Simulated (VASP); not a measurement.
# TiO2 (P4_2/mnm) in VASP: a series of runs

The runs below take TiO2 through single point, with PBEsol.

Program: VASP 6.6.1. These are calculated values, not measurements. Logs are shortened: lines on timing, memory, paths and dates and some standing lists are left out, and cuts for length are marked.

### Step 1. The cell of the first run

Symmetry: P4_2/mnm, No. 136, tetragonal system. The conventional cell has a = 4.538 Å, b = 4.538 Å, c = 2.923 Å, α = 90.00°, β = 90.00°, γ = 90.00°. Within 2.6 Å of Ti (site symmetry mmm) lie 6 O at 1.93 to 1.95 Å. Within 2.6 Å of O (site symmetry m2m) lie 3 Ti at 1.93 to 1.95 Å and 1 O at 2.52 Å.

### Step 2. Single point, PBEsol

INCAR

```
  PREC = Accurate
  ENCUT = 520
  EDIFF = 1E-6
  ISMEAR = 0
  SIGMA = 0.01
  LREAL = F
  LASPH = T
  NELM = 60
  ALGO = Normal
  ISIF = 2
  LWAVE = F
  LCHARG = F
  GGA = PS
  NBANDS = 33
```

KPOINTS

```
regular mesh
0
Gamma
  6 6 8
```

POSCAR

```
TiO2
1.0
    4.5375361469      0.0000000000      0.0000000000
    0.0000000000      4.5375361469      0.0000000000
    0.0000000000      0.0000000000      2.9227054968
Ti O
2 4
Direct
    0.0000000000      0.0000000000      0.0000000000
    0.5000000000      0.5000000000      0.5000000000
    0.3034858295      0.3034858295      0.0000000000
    0.1965141705      0.8034858295      0.5000000000
    0.6965141705      0.6965141705      0.0000000000
    0.8034858295      0.1965141705      0.5000000000
```

Potentials or basis: VASP PAW PBE potentials, release 64 (Ti_sv, O).

On the command line:

```console
> cat potpaw_PBE.64/Ti_sv/POTCAR potpaw_PBE.64/O/POTCAR > POTCAR
> mpirun -np 1 vasp_std > vasp.out
```

OUTCAR:

```text
PREC = Accurate
   ENCUT = 520
   EDIFF = 1E-6
   ISMEAR = 0
   LREAL = F
   LASPH = T
   NELM = 60
   ISIF = 2
   GGA = PS

 ion  position               nearest neighbor table
   1  0.000  0.000  0.000-   4 1.93   6 1.93   4 1.93   6 1.93   5 1.95   3 1.95
   2  0.500  0.500  0.500-   3 1.93   5 1.93   3 1.93   5 1.93   4 1.95   6 1.95
   3  0.303  0.303  0.000-   2 1.93   2 1.93   1 1.95
   4  0.197  0.803  0.500-   1 1.93   1 1.93   2 1.95
   5  0.697  0.697  0.000-   2 1.93   2 1.93   1 1.95
   6  0.803  0.197  0.500-   1 1.93   1 1.93   2 1.95

  LATTYP: Found a simple tetragonal cell.
 ALAT       =     4.5375361469
 C/A-ratio  =     0.6441172923

  Lattice vectors:

 A1 = (   4.5375361469,   0.0000000000,   0.0000000000)
 A2 = (   0.0000000000,   4.5375361469,   0.0000000000)
 A3 = (   0.0000000000,   0.0000000000,   2.9227054968)

Analysis of symmetry for initial positions (statically):
=====================================================================
 Subroutine PRICEL returns:
 Original cell was already a primitive cell.

 Routine SETGRP: Setting up the symmetry group for a
 simple tetragonal supercell.

 Subroutine GETGRP returns: Found 16 space group operations
 (whereof  8 operations were pure point group operations)
 out of a pool of 16 trial point group operations.

The static configuration has the point symmetry D_2h.
 The point group associated with its full space group is D_4h.

Analysis of symmetry for dynamics (positions and initial velocities):
=====================================================================
 Subroutine PRICEL returns:
 Original cell was already a primitive cell.

 Routine SETGRP: Setting up the symmetry group for a
 simple tetragonal supercell.

 Subroutine GETGRP returns: Found 16 space group operations
 (whereof  8 operations were pure point group operations)
 out of a pool of 16 trial point group operations.

The dynamic configuration has the point symmetry D_2h.
 The point group associated with its full space group is D_4h.

 Subroutine INISYM returns: Found 16 space group operations
 (whereof  8 operations are pure point group operations),
 and found     1 'primitive' translations

----------------------------------------------------------------------------------------

                                     Primitive cell

  volume of cell :      60.1763

  direct lattice vectors                    reciprocal lattice vectors
     4.537536147  0.000000000  0.000000000     0.220383919  0.000000000  0.000000000
     0.000000000  4.537536147  0.000000000     0.000000000  0.220383919  0.000000000
     0.000000000  0.000000000  2.922705497     0.000000000  0.000000000  0.342148739

  length of vectors
     4.537536147  4.537536147  2.922705497     0.220383919  0.220383919  0.342148739

  position of ions in fractional coordinates (direct lattice)
     0.000000000  0.000000000  0.000000000
     0.500000000  0.500000000  0.500000000
     0.303485829  0.303485829  0.000000000
     0.196514171  0.803485829  0.500000000
     0.696514171  0.696514171  0.000000000
     0.803485829  0.196514171  0.500000000

  ion indices of the primitive-cell ions
   primitive index   ion index
                 1           1
                 2           2
                 3           3
                 4           4
                 5           5
                 6           6

----------------------------------------------------------------------------------------

 KPOINTS: regular mesh

Automatic generation of k-mesh.
 Grid dimensions read from file:
 generate k-points for:    6    6    8

 Generating k-lattice:

  Cartesian coordinates                     Fractional coordinates (reciprocal lattice)
     0.036730653  0.000000000  0.000000000     0.166666667  0.000000000  0.000000000
     0.000000000  0.036730653  0.000000000     0.000000000  0.166666667  0.000000000
     0.000000000  0.000000000  0.042768592     0.000000000  0.000000000  0.125000000

  Length of vectors
     0.036730653  0.036730653  0.042768592

  Shift w.r.t. Gamma in fractional coordinates (k-lattice)
     0.000000000  0.000000000  0.000000000

 Subroutine IBZKPT returns following result:
 ===========================================

 Found     50 irreducible k-points:

 Following reciprocal coordinates:
            Coordinates               Weight
  0.000000  0.000000  0.000000      1.000000
  0.166667  0.000000  0.000000      4.000000
  0.333333  0.000000  0.000000      4.000000
  0.500000  0.000000  0.000000      2.000000
  0.166667  0.166667  0.000000      4.000000
  0.333333  0.166667  0.000000      8.000000
[... 16 lines left out ...]
  0.333333  0.000000  0.250000      8.000000
  0.500000  0.000000  0.250000      4.000000
 [... further k-points ...]
   k-points           NKPTS =     50   k-points in BZ     NKDIM =     50   number of bands    NBANDS=     33
   number of dos      NEDOS =    301   number of ions     NIONS =      6
   total plane-waves  NPLWV =  31104
   dimension x,y,z NGX =    36 NGY =   36 NGZ =   24
   dimension x,y,z NGXF=    72 NGYF=   72 NGZF=   48
   ions per type =               2   4
   NGX,Y,Z   is equivalent  to a cutoff of  13.19, 13.19, 13.65 a.u.
   NGXF,Y,Z  is equivalent  to a cutoff of  26.38, 26.38, 27.30 a.u.
 SYSTEM =  unknown system
   PREC   = accura    normal or accurate (medium, high low for compatibility)
   ISTART =      0    job   : 0-new  1-cont  2-samecut
   ICHARG =      2    charge: 1-file 2-atom 10-const
   ISPIN  =      1    spin polarized calculation?
   LNONCOLLINEAR =      F non collinear calculations
   LSORBIT =      F    spin-orbit coupling
   LASPH  =      T    aspherical Exc in radial PAW
   ENCUT  =  520.0 eV  38.22 Ry    6.18 a.u.   8.44  8.44  5.43*2*pi/ulx,y,z
   NELM   =     60;   NELMIN=  2; NELMDL= -5     # of ELM steps
   EDIFF  = 0.1E-05   stopping-criterion for ELM
   LREAL  =      F    real-space projection
   EDIFFG = 0.1E-04   stopping-criterion for IOM
   NSW    =      0    number of steps for IOM
   IBRION =     -1    ionic relax: 0-MD 1-quasi-New 2-CG
   NFREE  =      0    steps in history (QN), initial steepest desc. (CG)
   ISIF   =      2    stress and relaxation
   ISYM   =      2    0-nonsym 1-usesym 2-fastsym
   POTIM  = 0.5000    time-step for ionic-motion
   TEBEG  =    0.0;   TEEND  =   0.0 temperature during run
   PSTRESS=    0.0 pullay stress
   NELECT =      48.0000    total number of electrons
   NUPDOWN=      -1.0000    fix difference up-down
   EMIN   =  10.00;   EMAX   =-10.00  energy-range for DOS
   EFERMI =   0.00;   METHOD = LEGACY
   ISMEAR =     0;   SIGMA  =   0.01  broadening in eV -4-tet -1-fermi 0-gaus
   EFERMI_NEDOS =   21; number of points for ismear=-14 and -15
   IALGO  =     38    algorithm
   IMIX   =      4    mixing-type and parameters
     AMIX     =   0.40;   BMIX     =  1.00
     AMIX_MAG =   1.60;   BMIX_MAG =  1.00
  volume/ion in A,a.u.               =      10.03        67.68
  Fermi-wavevector in a.u.,A,eV,Ry     =   1.518262  2.869100 31.363070  2.305121
  Thomas-Fermi vector in A             =   2.627407
   LORBIT       =      0    0 simple, 1 ext, 2 COOP (PROOUT), +10 PAW based schemes
   GGA     = PS    functional components
   LHFCALC =     F    Hartree Fock is set to
   AEXX    =    0.0000 exact exchange contribution
   IVDW    =     0    specifies the selected vdW correction
   LEPSILON=     F    determine dielectric tensor
   LRPA    =     F    only Hartree local field effects (RPA)
 non-spin polarized calculation
 Gauss-broadening in eV      SIGMA  =   0.01
  energy-cutoff  :      520.00
  volume of cell :       60.18
 maximum number of plane-waves:      1641
 NGX is ok and might be reduce to    36
   NGX = 17   NGY = 17   NGZ = 11

 number of electron      47.9999999 magnetization

 Free energy of the ion-electron system (eV)
  ---------------------------------------------------
  ext. energy  EPLUGINS =         0.00000000
  ---------------------------------------------------
  free energy    TOTEN  =       -56.05102220 eV

  energy without entropy =      -56.05102220  energy(sigma->0) =      -56.05102220

 E-fermi :   5.3328     XC(G=0): -11.9048

 val. band max:        5.1478548182   @ k =   0.0000   0.0000   0.0000
 cond. band min:       7.0093488740   @ k =   0.0000   0.0000   0.0000
 fundamental gap:      1.8614940558
 Fermi energy:         5.3328233355

 k-point     1 :       0.0000    0.0000    0.0000
  band No.  band energies     occupation
      1     -51.4221      2.00000
      2     -51.4003      2.00000
      3     -27.8843      2.00000
      4     -27.8843      2.00000
      5     -27.6882      2.00000
      6     -27.6882      2.00000
[... 25 lines left out ...]
     32      12.0390      0.00000
     33      12.0407      0.00000

 k-point     2 :       0.1667    0.0000    0.0000
  band No.  band energies     occupation
      1     -51.4206      2.00000
      2     -51.4017      2.00000
      3     -27.8733      2.00000
      4     -27.8722      2.00000
      5     -27.7018      2.00000
      6     -27.7006      2.00000
[... 25 lines left out ...]
     32      11.9327      0.00000
     33      11.9558      0.00000

 k-point     3 :       0.3333    0.0000    0.0000
  band No.  band energies     occupation
      1     -51.4166      2.00000
      2     -51.4057      2.00000
      3     -27.8433      2.00000
      4     -27.8401      2.00000
      5     -27.7368      2.00000
      6     -27.7335      2.00000
[... 25 lines left out ...]
     32      11.7191      0.00000
     33      11.7640      0.00000

 k-point     4 :       0.5000    0.0000    0.0000
  band No.  band energies     occupation
      1     -51.4111      2.00000
      2     -51.4111      2.00000
      3     -27.8134      2.00000
      4     -27.8134      2.00000
      5     -27.7649      2.00000
      6     -27.7649      2.00000
[... 673 lines left out ...]
     32      11.1496      0.00000
     33      11.4670      0.00000

 k-point    23 :       0.3333    0.0000    0.2500
  band No.  band energies     occupation
      1     -51.3907      2.00000
      2     -51.3830      2.00000
      3     -27.9125      2.00000
      4     -27.8967      2.00000
      5     -27.7765      2.00000
      6     -27.7670      2.00000
[... 25 lines left out ...]
     32      10.7005      0.00000
     33      11.6443      0.00000

 k-point    24 :       0.5000    0.0000    0.2500
  band No.  band energies     occupation
      1     -51.3868      2.00000
      2     -51.3868      2.00000
      3     -27.9090      2.00000
      4     -27.9090      2.00000
      5     -27.7490      2.00000
      6     -27.7490      2.00000
[... 25 lines left out ...]
     32      10.5479      0.00000
     33      12.1097      0.00000

 [... further k-points ...]

------------------------ aborting loop because EDIFF is reached ----------------------------------------

  FORCE on cell =-STRESS in cart. coord.  units (eV):
  Direction    XX          YY          ZZ          XY          YZ          ZX
  --------------------------------------------------------------------------------------
  -------------------------------------------------------------------------------------
  Total        2.8530740      2.8530740      2.9543666      0.0000000      0.0000000      0.0000000
  in kB       75.9623444     75.9623444     78.6592332      0.0000000      0.0000000      0.0000000
  external PRESSURE =      76.8613074 kB  Pullay stress =       0.0000000 kB

 VOLUME and BASIS-vectors are now :
 -----------------------------------------------------------------------------
  energy-cutoff  :      520.00
  volume of cell :       60.18
      direct lattice vectors                 reciprocal lattice vectors
     4.537536147  0.000000000  0.000000000     0.220383919  0.000000000  0.000000000
     0.000000000  4.537536147  0.000000000     0.000000000  0.220383919  0.000000000
     0.000000000  0.000000000  2.922705497     0.000000000  0.000000000  0.342148739

 POSITION                                       TOTAL-FORCE (eV/Angst)
 -----------------------------------------------------------------------------------
      0.00000      0.00000      0.00000         0.000000     -0.000000      0.000000
      2.26877      2.26877      1.46135         0.000000     -0.000000      0.000000
      1.37708      1.37708      0.00000        -0.015724     -0.015724     -0.000000
      0.89169      3.64585      1.46135         0.015724     -0.015724     -0.000000
      3.16046      3.16046      0.00000         0.015724      0.015724      0.000000
      3.64585      0.89169      1.46135        -0.015724      0.015724      0.000000
 -----------------------------------------------------------------------------------
    total drift:                                0.000000      0.000000     -0.000000

  FREE ENERGIE OF THE ION-ELECTRON SYSTEM (eV)
  ---------------------------------------------------
  free  energy   TOTEN  =       -56.0510221974 eV

  energy  without entropy=      -56.0510221974  energy(sigma->0) =      -56.05102220
```

It took 39 s on 1 thread of Intel Xeon 6975P-C (Granite Rapids), shared host; peak memory 0.22 GiB.

What came out:

```
Free energy            : -56.0510 eV
Pressure               : 7.7 GPa
Largest force          : 0.022 eV/Å
Band gap on the k mesh : 1.86 eV
```

Forces in eV/Å, atoms in the order of the input:
```
Ti   0.000  0.000  0.000
Ti   0.000  0.000  0.000
O   -0.016 -0.016  0.000
O    0.016 -0.016  0.000
O    0.016  0.016  0.000
O   -0.016  0.016  0.000
```

Stress tensor (GPa, compression positive):
```
7.60 0.00 0.00
0.00 7.60 0.00
0.00 0.00 7.87
```

Levels at points of the mesh, in eV from the valence-band top:
```
           k point  band 21  band 22  band 23  band 24  band 25  band 26  band 27  band 28
(0.00, 0.00, 0.00)    -0.72    -0.48    -0.48     0.00     1.86     2.15     2.43     2.55
(0.50, 0.00, 0.00)    -1.73    -1.73    -0.80    -0.80     2.58     2.58     3.15     3.15
(0.50, 0.50, 0.00)    -1.35    -1.35    -1.12    -1.12     1.90     1.90     2.58     2.58
(0.00, 0.00, 0.50)    -2.60    -2.60    -1.48    -1.48     3.10     3.10     3.30     3.30
(0.50, 0.00, 0.50)    -2.15    -2.15    -1.12    -1.12     1.91     1.91     3.32     3.32
(0.50, 0.50, 0.50)    -1.41    -1.41    -0.68    -0.68     2.67     2.67     3.28     3.28
```

Caveat: the cell stands under pressure; the PAW data sets were made with another functional, which shifts forces and pressure a little.

(Part 1 of 2 ends here.)
